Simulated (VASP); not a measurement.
**Hf: single point with r2SCAN**

Hf:

```
Hf
1.0
     0.00000    2.22000    2.04240
     2.22000    0.00000    2.04240
     2.22000    2.22000    0.00000
Hf
1
Direct
  0.00000 0.00000 0.00000
```

This cell differs from its parent crystal: strain +0.000 along x and y, -0.080 along z.

| Quantity | Value |
| --- | --- |
| Program | VASP 6.6.1 |
| Task | single point |
| Functional | r2SCAN |
| Potentials or basis | VASP PAW PBE potentials, release 64 (Hf_pv) |
| Cutoff | 520 eV |
| k mesh | 18 × 18 × 18 |
| Occupations | gaussian, width 0.15 eV |
| Spin | no spin polarisation |
| Dipole correction | no |
| Further INCAR settings | ALGO = Normal; EDIFF = 1e-06; NBANDS = 11 |

```
Pressure               : 12.7 GPa
Band gap on the k mesh : zero (bands 5 and 6 overlap by 2.30 eV)
```

Stress tensor (GPa, compression positive):
```
11.35  0.00  0.00
 0.00 11.35  0.00
 0.00  0.00 15.36
```

Levels at points of the mesh, in eV from the Fermi level:
| k point | band 2 | band 3 | band 4 | band 5 | band 6 | band 7 | band 8 | band 9 |
| --- | --- | --- | --- | --- | --- | --- | --- | --- |
| (0.00, 0.00, 0.00) | -30.71 | -30.71 | -7.89 | 1.39 | 1.39 | 2.36 | 4.23 | 5.65 |
| (0.50, 0.00, 0.00) | -30.92 | -30.79 | -4.05 | 0.80 | 0.81 | 2.08 | 7.03 | 7.83 |
| (0.50, 0.50, 0.00) | -31.23 | -31.23 | -3.74 | -2.81 | 4.21 | 7.48 | 8.11 | 8.11 |
| (0.50, 0.00, 0.50) | -31.16 | -30.99 | -3.85 | -2.40 | 2.59 | 7.34 | 7.55 | 8.63 |

Run time: 3.8 min on 1 thread of AMD EPYC 9R45 96-Core Processor (Zen 5), with other jobs on the host, peak memory 0.2 GiB.

Caveat: the cell differs from its parent crystal (strain +0.000 along x and y, -0.080 along z); the cell stands under pressure; the PAW data sets were made with another functional, which shifts forces and pressure a little; spin-orbit coupling is left out, which moves the levels of the heavy elements.
